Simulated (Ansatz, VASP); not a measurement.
Sn in VASP and in Ansatz

File INCAR:

```
PREC     = Accurate       # precision mode
ENCUT    = 520            # plane-wave cutoff, eV
EDIFF    = 1E-6           # SCF threshold, eV
ISMEAR   = 1              # smearing method
SIGMA    = 0.01           # smearing width, eV
LREAL    = F              # projectors in reciprocal space
LASPH    = T              # aspherical terms in the spheres
NELM     = 60             # most SCF steps
ALGO     = Normal         # electronic algorithm
ISIF     = 2              # what is computed and relaxed
LWAVE    = F              # write WAVECAR
LCHARG   = F              # write CHGCAR
GGA      = CA             # functional
NBANDS   = 21             # bands
```

The input KPOINTS:

```
Automatic mesh
0
Gamma
  9 9 9
```

The input POSCAR:

```
Sn
1.0
    0.0000000000      3.2380799619      3.2380799619
    3.2380799619      0.0000000000      3.2380799619
    3.2380799619      3.2380799619      0.0000000000
Sn
2
Direct
    0.5000000000      0.5000000000      0.5000000000
    0.7500000000      0.7500000000      0.7500000000
```

Input for Ansatz:

```yaml
crystal:
  lattice:
    - [0.0, 3.2380799619, 3.2380799619]
    - [3.2380799619, 0.0, 3.2380799619]
    - [3.2380799619, 3.2380799619, 0.0]
  atoms:
    - { symbol: Sn, position: [0.5, 0.5, 0.5] }
    - { symbol: Sn, position: [0.75, 0.75, 0.75] }
hamiltonian:
  xc: lda
  pseudopotentials:
    kind: paw
    azcp:
      Sn: "pseudopotentials/Sn.paw.azcp"
basis:
  ecutwfc: 420
  fft_grid_basis: typed
kpoints:
  mp_grid: { grid: [9, 9, 9], shift: [0, 0, 0] }
magnetization:
  spin_polarized: false
scf:
  occupations: { method: methfessel_paxton, width: 0.01 }
  lower_state_search: "off"
output:
  stress: true
  write_density: true
  write_potential: true
  elf: true
  volumetric_format: npy
```

Alike in both runs: task single point; functional LDA; k mesh 9 × 9 × 9; occupations methfessel-paxton of order 1, width 0.01 eV; no spin polarisation.

|  | VASP | Ansatz |
| --- | --- | --- |
| version | VASP 6.6.1 | Ansatz 0.2.0 |
| potentials or method | VASP PAW LDA potentials, release 64 (Sn_d), cutoff 520 eV | plane waves (420 eV) with PAW, scalar-relativistic |
| valence electrons in the cell | 28 | 28 |

|  | VASP | Ansatz | Ansatz less VASP |
| --- | --- | --- | --- |
| pressure (GPa) | -0.1 | -0.1 | -0.02 |

Ansatz warns that its potentials were made for another functional, while VASP's fit it. LDA's correlation is that of Perdew and Zunger in VASP and of Perdew and Wang (1992) in Ansatz.
